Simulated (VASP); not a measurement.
# Hf3SnS8 (P3m1) in VASP: further runs

The runs below take Hf3SnS8 through single point, with PBE, LDA.

Program: VASP 6.6.1. These are calculated values, not measurements. Logs are shortened: lines on timing, memory, paths and dates and some standing lists are left out, and cuts for length are marked.

### 1 The cell of the first run

It takes space group P3m1 (No. 156, trigonal). The conventional cell has a = 3.664 Å, b = 3.664 Å, c = 27.754 Å, α = 90.00°, β = 90.00°, γ = 120.00°. Hf (site symmetry 3m) has 6 S at 2.56 Å within 3.4 Å. Within 3.4 Å of Hf (site symmetry 3m) lie 6 S at 2.56 Å. Hf (site symmetry 3m) has 6 S at 2.56 Å within 3.4 Å. Sn (site symmetry 3m) has 6 S at 2.59 Å within 3.4 Å. Within 3.4 Å of S (site symmetry 3m) lie 3 Hf at 2.56 Å. S (site symmetry 3m) has 3 Hf at 2.56 Å within 3.4 Å. Within 3.4 Å of S (site symmetry 3m) lie 3 Hf at 2.56 Å. Within 3.4 Å of S (site symmetry 3m) lie 3 Sn at 2.59 Å.

### 2 Single point, PBE

Contents of INCAR:

```
SYSTEM = Hf3SnS8
PREC = Accurate
ENCUT = 520
EDIFF = 1E-6
ISMEAR = 0
SIGMA = 0.02
LREAL = .FALSE.
LASPH = .TRUE.
NELM = 100
ALGO = Normal
ISIF = 2
LWAVE = .FALSE.
LCHARG = .FALSE.
GGA = PE
NBANDS = 58
```

Contents of KPOINTS:

```
Automatic mesh
0
G
  12 12 1
  0 0 0
```

Contents of POSCAR:

```
Hf3SnS8
1.0
    3.6639683008      0.0000000000      0.0000000000
   -1.8319841504      3.1730896272      0.0000000000
    0.0000000000      0.0000000000     27.7541483362
Hf Sn S
3 1 8
Direct
    0.3333333333      0.6666666667      0.3117525035
    0.3333333333      0.6666666667      0.8138778822
    0.6666666667      0.3333333333      0.0628005990
    0.6666666667      0.3333333333      0.5615757754
    0.6666666667      0.3333333333      0.3636681203
    0.6666666667      0.3333333333      0.8657925140
    0.3333333333      0.6666666667      0.1147151731
    0.3333333333      0.6666666667      0.6152973566
    0.0000000000      0.0000000000      0.0108808608
    0.0000000000      0.0000000000      0.5078537579
    0.0000000000      0.0000000000      0.2598327612
    0.0000000000      0.0000000000      0.7619566560
```

Potentials or basis: VASP PAW PBE potentials, release 64 (Hf_pv, Sn_d, S).

Started as:

```bash
cat potpaw_PBE.64/Hf_pv/POTCAR potpaw_PBE.64/Sn_d/POTCAR potpaw_PBE.64/S/POTCAR > POTCAR
mpirun -np 1 vasp_std > vasp.out
```

OUTCAR:

```text
SYSTEM = Hf3SnS8
   PREC = Accurate
   ENCUT = 520
   EDIFF = 1E-6
   ISMEAR = 0
   LREAL = .FALSE.
   LASPH = .TRUE.
   NELM = 100
   ISIF = 2
   GGA = PE

 ion  position               nearest neighbor table
   1  0.333  0.667  0.312-   5 2.56   5 2.56   5 2.56  11 2.56  11 2.56  11 2.56
   2  0.333  0.667  0.814-   6 2.56   6 2.56   6 2.56  12 2.56  12 2.56  12 2.56
   3  0.667  0.333  0.063-   7 2.56   7 2.56   7 2.56   9 2.56   9 2.56   9 2.56
   4  0.667  0.333  0.562-   8 2.59   8 2.59   8 2.59  10 2.59  10 2.59  10 2.59
   5  0.667  0.333  0.364-   1 2.56   1 2.56   1 2.56
   6  0.667  0.333  0.866-   2 2.56   2 2.56   2 2.56
   7  0.333  0.667  0.115-   3 2.56   3 2.56   3 2.56
   8  0.333  0.667  0.615-   4 2.59   4 2.59   4 2.59
   9  0.000  0.000  0.011-   3 2.56   3 2.56   3 2.56
  10  0.000  0.000  0.508-   4 2.59   4 2.59   4 2.59
  11  0.000  0.000  0.260-   1 2.56   1 2.56   1 2.56
  12  0.000  0.000  0.762-   2 2.56   2 2.56   2 2.56

  LATTYP: Found a hexagonal cell.
 ALAT       =     3.6639683008
 C/A-ratio  =     7.5748876785

  Lattice vectors:

 A1 = (   3.6639683008,   0.0000000000,   0.0000000000)
 A2 = (  -1.8319841504,   3.1730896272,   0.0000000000)
 A3 = (   0.0000000000,   0.0000000000,  27.7541483362)

Analysis of symmetry for initial positions (statically):
=====================================================================
 Subroutine PRICEL returns:
 Original cell was already a primitive cell.

 Routine SETGRP: Setting up the symmetry group for a
 hexagonal supercell.

 Subroutine GETGRP returns: Found  6 space group operations
 (whereof  6 operations were pure point group operations)
 out of a pool of 24 trial point group operations.

The static configuration has the point symmetry C_3v.

Analysis of symmetry for dynamics (positions and initial velocities):
=====================================================================
 Subroutine PRICEL returns:
 Original cell was already a primitive cell.

 Routine SETGRP: Setting up the symmetry group for a
 hexagonal supercell.

 Subroutine GETGRP returns: Found  6 space group operations
 (whereof  6 operations were pure point group operations)
 out of a pool of 24 trial point group operations.

The dynamic configuration has the point symmetry C_3v.

 Subroutine INISYM returns: Found  6 space group operations
 (whereof  6 operations are pure point group operations),
 and found     1 'primitive' translations

----------------------------------------------------------------------------------------

                                     Primitive cell

  volume of cell :     322.6725

  direct lattice vectors                    reciprocal lattice vectors
     3.663968301  0.000000000  0.000000000     0.272928125  0.157575127  0.000000000
    -1.831984150  3.173089627  0.000000000     0.000000000  0.315150253  0.000000000
     0.000000000  0.000000000 27.754148336     0.000000000  0.000000000  0.036030650

  length of vectors
     3.663968301  3.663968301 27.754148336     0.315150253  0.315150253  0.036030650

  position of ions in fractional coordinates (direct lattice)
     0.333333333  0.666666667  0.311752504
     0.333333333  0.666666667  0.813877882
     0.666666667  0.333333333  0.062800599
     0.666666667  0.333333333  0.561575775
     0.666666667  0.333333333  0.363668120
     0.666666667  0.333333333  0.865792514
     0.333333333  0.666666667  0.114715173
     0.333333333  0.666666667  0.615297357
     0.000000000  0.000000000  0.010880861
     0.000000000  0.000000000  0.507853758
     0.000000000  0.000000000  0.259832761
     0.000000000  0.000000000  0.761956656

  ion indices of the primitive-cell ions
   primitive index   ion index
                 1           1
                 2           2
                 3           3
                 4           4
                 5           5
                 6           6
                 7           7
                 8           8
                 9           9
                10          10
                11          11
                12          12

----------------------------------------------------------------------------------------

 KPOINTS: Automatic mesh

Automatic generation of k-mesh.
 Grid dimensions read from file:
 generate k-points for:   12   12    1

 Generating k-lattice:

  Cartesian coordinates                     Fractional coordinates (reciprocal lattice)
     0.022744010  0.013131261  0.000000000     0.083333333 -0.000000000  0.000000000
     0.000000000  0.026262521  0.000000000     0.000000000  0.083333333  0.000000000
     0.000000000  0.000000000  0.036030650     0.000000000  0.000000000  1.000000000

  Length of vectors
     0.026262521  0.026262521  0.036030650

  Shift w.r.t. Gamma in fractional coordinates (k-lattice)
     0.000000000  0.000000000  0.000000000

 Subroutine IBZKPT returns following result:
 ===========================================

 Found     19 irreducible k-points:

 Following reciprocal coordinates:
            Coordinates               Weight
  0.000000  0.000000  0.000000      1.000000
  0.083333 -0.000000  0.000000      6.000000
  0.166667 -0.000000  0.000000      6.000000
  0.250000 -0.000000  0.000000      6.000000
  0.333333 -0.000000  0.000000      6.000000
  0.416667 -0.000000  0.000000      6.000000
[... 11 lines left out ...]
  0.333333  0.250000  0.000000     12.000000
  0.333333  0.333333  0.000000      2.000000
   k-points           NKPTS =     19   k-points in BZ     NKDIM =     19   number of bands    NBANDS=     58
   number of dos      NEDOS =    301   number of ions     NIONS =     12
   total plane-waves  NPLWV = 164640
   dimension x,y,z NGX =    28 NGY =   28 NGZ =  210
   dimension x,y,z NGXF=    56 NGYF=   56 NGZF=  420
   ions per type =               3   1   8
   NGX,Y,Z   is equivalent  to a cutoff of  12.70, 12.70, 12.58 a.u.
   NGXF,Y,Z  is equivalent  to a cutoff of  25.41, 25.41, 25.16 a.u.
 SYSTEM =  Hf3SnS8
   PREC   = accura    normal or accurate (medium, high low for compatibility)
   ISTART =      0    job   : 0-new  1-cont  2-samecut
   ICHARG =      2    charge: 1-file 2-atom 10-const
   ISPIN  =      1    spin polarized calculation?
   LNONCOLLINEAR =      F non collinear calculations
   LSORBIT =      F    spin-orbit coupling
   LASPH  =      T    aspherical Exc in radial PAW
   ENCUT  =  520.0 eV  38.22 Ry    6.18 a.u.   6.81  6.81 51.60*2*pi/ulx,y,z
   NELM   =    100;   NELMIN=  2; NELMDL= -5     # of ELM steps
   EDIFF  = 0.1E-05   stopping-criterion for ELM
   LREAL  =      F    real-space projection
   EDIFFG = 0.1E-04   stopping-criterion for IOM
   NSW    =      0    number of steps for IOM
   IBRION =     -1    ionic relax: 0-MD 1-quasi-New 2-CG
   NFREE  =      0    steps in history (QN), initial steepest desc. (CG)
   ISIF   =      2    stress and relaxation
   ISYM   =      2    0-nonsym 1-usesym 2-fastsym
   POTIM  = 0.5000    time-step for ionic-motion
   TEBEG  =    0.0;   TEEND  =   0.0 temperature during run
   PSTRESS=    0.0 pullay stress
   NELECT =      92.0000    total number of electrons
   NUPDOWN=      -1.0000    fix difference up-down
   EMIN   =  10.00;   EMAX   =-10.00  energy-range for DOS
   EFERMI =   0.00;   METHOD = LEGACY
   ISMEAR =     0;   SIGMA  =   0.02  broadening in eV -4-tet -1-fermi 0-gaus
   EFERMI_NEDOS =   21; number of points for ismear=-14 and -15
   IALGO  =     38    algorithm
   IMIX   =      4    mixing-type and parameters
     AMIX     =   0.40;   BMIX     =  1.00
     AMIX_MAG =   1.60;   BMIX_MAG =  1.00
  volume/ion in A,a.u.               =      26.89       181.46
  Fermi-wavevector in a.u.,A,eV,Ry     =   1.077499  2.036177 15.796413  1.161004
  Thomas-Fermi vector in A             =   2.213412
   LORBIT       =      0    0 simple, 1 ext, 2 COOP (PROOUT), +10 PAW based schemes
   GGA     = PE    functional components
   LHFCALC =     F    Hartree Fock is set to
   AEXX    =    0.0000 exact exchange contribution
   IVDW    =     0    specifies the selected vdW correction
   LEPSILON=     F    determine dielectric tensor
   LRPA    =     F    only Hartree local field effects (RPA)
 non-spin polarized calculation
 Gauss-broadening in eV      SIGMA  =   0.02
  energy-cutoff  :      520.00
  volume of cell :      322.67
 maximum number of plane-waves:      8736
 NGX is ok and might be reduce to    28
   NGX = 13   NGY = 13   NGZ =103

 number of electron      91.9999996 magnetization

 Free energy of the ion-electron system (eV)
  ---------------------------------------------------
  ext. energy  EPLUGINS =         0.00000000
  ---------------------------------------------------
  free energy    TOTEN  =       -82.00602330 eV

  energy without entropy =      -82.00602330  energy(sigma->0) =      -82.00602330

 E-fermi :   1.9931     XC(G=0):  -8.5295

 val. band max:        1.9063162086   @ k =   0.0000   0.0000   0.0000
 cond. band min:       3.1389377818   @ k =   0.5000  -0.0000   0.0000
 fundamental gap:      1.2326215732
 Fermi energy:         1.9931209156

 k-point     1 :       0.0000    0.0000    0.0000
  band No.  band energies     occupation
      1     -28.7793      2.00000
      2     -28.7785      2.00000
      3     -28.7780      2.00000
      4     -28.6716      2.00000
      5     -28.6716      2.00000
      6     -28.6707      2.00000
[... 50 lines left out ...]
     57       5.4765      0.00000
     58       7.0888      0.00000

 k-point     2 :       0.0833   -0.0000    0.0000
  band No.  band energies     occupation
      1     -28.7771      2.00000
      2     -28.7762      2.00000
      3     -28.7758      2.00000
      4     -28.6833      2.00000
      5     -28.6824      2.00000
      6     -28.6820      2.00000
[... 1032 lines left out ...]
      2     -28.7903      2.00000
      3     -28.7894      2.00000
      4     -28.7894      2.00000
      5     -28.7890      2.00000
      6     -28.7890      2.00000
[... 50 lines left out ...]
     57       7.5610      0.00000
     58       7.7308      0.00000

------------------------ aborting loop because EDIFF is reached ----------------------------------------

  FORCE on cell =-STRESS in cart. coord.  units (eV):
  Direction    XX          YY          ZZ          XY          YZ          ZX
  --------------------------------------------------------------------------------------
  -------------------------------------------------------------------------------------
  Total       -0.8499776     -0.8499776     -0.6436469      0.0000000      0.0000000      0.0000000
  in kB       -4.2204242     -4.2204242     -3.1959228      0.0000000      0.0000000      0.0000000
  external PRESSURE =      -3.8789238 kB  Pullay stress =       0.0000000 kB

 VOLUME and BASIS-vectors are now :
 -----------------------------------------------------------------------------
  energy-cutoff  :      520.00
  volume of cell :      322.67
      direct lattice vectors                 reciprocal lattice vectors
     3.663968301  0.000000000  0.000000000     0.272928125  0.157575127  0.000000000
    -1.831984150  3.173089627  0.000000000     0.000000000  0.315150253  0.000000000
     0.000000000  0.000000000 27.754148336     0.000000000  0.000000000  0.036030650

 POSITION                                       TOTAL-FORCE (eV/Angst)
 -----------------------------------------------------------------------------------
     -0.00000      2.11539      8.65243        -0.000000      0.000000     -0.000175
     -0.00000      2.11539     22.58849        -0.000000      0.000000     -0.000299
      1.83198      1.05770      1.74298         0.000000     -0.000000      0.000158
      1.83198      1.05770     15.58606        -0.000000     -0.000000      0.000616
      1.83198      1.05770     10.09330         0.000000      0.000000     -0.065992
      1.83198      1.05770     24.02933        -0.000000      0.000000     -0.066208
     -0.00000      2.11539      3.18382         0.000000      0.000000     -0.065945
     -0.00000      2.11539     17.07705         0.000000      0.000000     -0.003524
      0.00000      0.00000      0.30199         0.000000      0.000000      0.065961
      0.00000      0.00000     14.09505         0.000000      0.000000      0.003286
      0.00000      0.00000      7.21144         0.000000      0.000000      0.065995
      0.00000      0.00000     21.14746        -0.000000      0.000000      0.066126
 -----------------------------------------------------------------------------------
    total drift:                                0.000000     -0.000000     -0.000186

  FREE ENERGIE OF THE ION-ELECTRON SYSTEM (eV)
  ---------------------------------------------------
  free  energy   TOTEN  =       -82.0060233009 eV

  energy  without entropy=      -82.0060233009  energy(sigma->0) =      -82.00602330
```

It took 5.9 min on 1 thread of AMD EPYC 9R45 (Zen 5), shared host; peak memory 0.56 GiB.

Results:

| Quantity | Value |
| --- | --- |
| Free energy | -82.0060 eV |
| Pressure | -0.4 GPa |
| Largest force | 0.066 eV/Å |
| Band gap on the k mesh | 1.23 eV, indirect (least direct gap 1.80 eV) |

Forces in eV/Å, atoms in the order of the input:
```
Hf   0.000  0.000  0.000
Hf   0.000  0.000  0.000
Hf   0.000  0.000  0.000
Sn   0.000  0.000  0.001
S    0.000  0.000 -0.066
S    0.000  0.000 -0.066
S    0.000  0.000 -0.066
S    0.000  0.000 -0.004
S    0.000  0.000  0.066
S    0.000  0.000  0.003
S    0.000  0.000  0.066
S    0.000  0.000  0.066
```

Stress tensor (GPa, compression positive):
```
-0.42  0.00  0.00
 0.00 -0.42  0.00
 0.00  0.00 -0.32
```

Levels at points of the mesh, in eV from the valence-band top:
| k point | band 42 | band 43 | band 44 | band 45 | band 46 | band 47 | band 48 | band 49 | band 50 | band 51 |
| --- | --- | --- | --- | --- | --- | --- | --- | --- | --- | --- |
| (0.00, 0.00, 0.00) | -0.01 | -0.01 | -0.01 | 0.00 | 0.00 | 2.09 | 2.09 | 2.09 | 2.09 | 2.09 |
| (0.50, 0.00, 0.00) | -1.06 | -1.05 | -1.03 | -0.83 | -0.57 | 1.23 | 1.35 | 1.36 | 1.37 | 4.06 |

Caveat: spin-orbit coupling is left out, which moves the levels of the heavy elements; this functional lacks dispersion, which binds the layers, so the pressure and a relaxed spacing across them are unreliable.

### 3 Single point, LDA

Contents of INCAR:

```
  PREC = Accurate
  ENCUT = 520
  EDIFF = 1E-7
  ISMEAR = 0
  SIGMA = 0.02
  LREAL = F
  LASPH = T
  NELM = 80
  ALGO = Normal
  ISIF = 2
  LWAVE = F
  LCHARG = F
  GGA = CA
  NBANDS = 58
```

Contents of KPOINTS:

```
Automatic mesh
0
Gamma
  12 12 1
```

POSCAR is that of step 2.

Potentials or basis: VASP PAW LDA potentials, release 64 (Hf_pv, Sn_d, S).

Started as:

```bash
cat potpaw_LDA.64/Hf_pv/POTCAR potpaw_LDA.64/Sn_d/POTCAR potpaw_LDA.64/S/POTCAR > POTCAR
mpirun -np 1 vasp_std > vasp.out
```

Wall time 6 min (1 thread of AMD EPYC 9R45 (Zen 5), shared host); peak memory 0.47 GiB.

Results (log left out):

| Item | Value |
| --- | --- |
| Free energy | -89.0372 eV |
| Pressure | -4.6 GPa |
| Largest force | 0.559 eV/Å |
| Band gap on the k mesh | 1.05 eV, indirect (least direct gap 1.65 eV) |

Forces in eV/Å, atoms in the order of the input:
```
Hf   0.000  0.000  0.000
Hf   0.000  0.000  0.000
Hf   0.000  0.000  0.000
Sn   0.000  0.000  0.000
S    0.000  0.000 -0.554
S    0.000  0.000 -0.556
S    0.000  0.000 -0.556
S    0.000  0.000 -0.379
S    0.000  0.000  0.556
S    0.000  0.000  0.373
S    0.000  0.000  0.556
S    0.000  0.000  0.559
```

Stress tensor (GPa, compression positive):
```
-5.06  0.00  0.00
 0.00 -5.06  0.00
 0.00  0.00 -3.75
```

Levels at points of the mesh, in eV from the valence-band top:
```tsv
k point	band 42	band 43	band 44	band 45	band 46	band 47	band 48	band 49	band 50	band 51
(0.00, 0.00, 0.00)	-0.01	-0.01	-0.01	0.00	0.00	1.91	1.91	1.91	1.91	1.91
(0.50, 0.00, 0.00)	-1.06	-1.05	-1.04	-0.87	-0.60	1.05	1.19	1.20	1.21	3.87
```

Caveat: spin-orbit coupling is left out, which moves the levels of the heavy elements.
